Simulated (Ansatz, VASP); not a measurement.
# One calculation of I, two programs

```
I
1.0
     3.62750   -2.39750    0.00000
     3.62750    2.39750    0.00000
     0.00000    0.00000    9.78000
I
4
Direct
  0.85000 0.15000 0.11700
  0.65000 0.35000 0.61700
  0.15000 0.85000 0.88300
  0.35000 0.65000 0.38300
```

Alike in both runs: task electric field gradients; functional LDA; k mesh 8 × 8 × 4; occupations fermi-dirac, width 0.05 eV; no spin polarisation.

|  | VASP | Ansatz |
| --- | --- | --- |
| version | VASP 6.6.1 | Ansatz 0.2.0 |
| potentials or method | VASP PAW LDA potentials, release 64 (I) | plane-wave PAW, scalar-relativistic |
| plane-wave cutoff (eV) | 520 | 420 |
| valence electrons in the cell | 28 | 68 |

Ansatz gave:

```
pressure (GPa)                                                : -1.2
traceless stress, the component that is largest in VASP (GPa) : -0.54
rms of the force components (eV/Å)                            : 0.303
size of Vzz on the site where it differs most (V/Å²)          : 1195.4
```

Problem. Estimate VASP's values.

Solution. Pressure (GPa): -1.2; traceless stress, the component that is largest in VASP (GPa): -0.54; rms of the force components (eV/Å): 0.301; size of Vzz on the site where it differs most (V/Å²): 1171.7.

LDA's correlation is that of Perdew and Zunger in VASP and of Perdew and Wang (1992) in Ansatz. Atom by atom the forces differ by 0.002 eV/Å (rms over components). VASP's potentials hold 28 valence electrons a cell and Ansatz's 68, so a difference there can come from the potentials and not from the codes.

Neither program's run includes spin-orbit coupling.
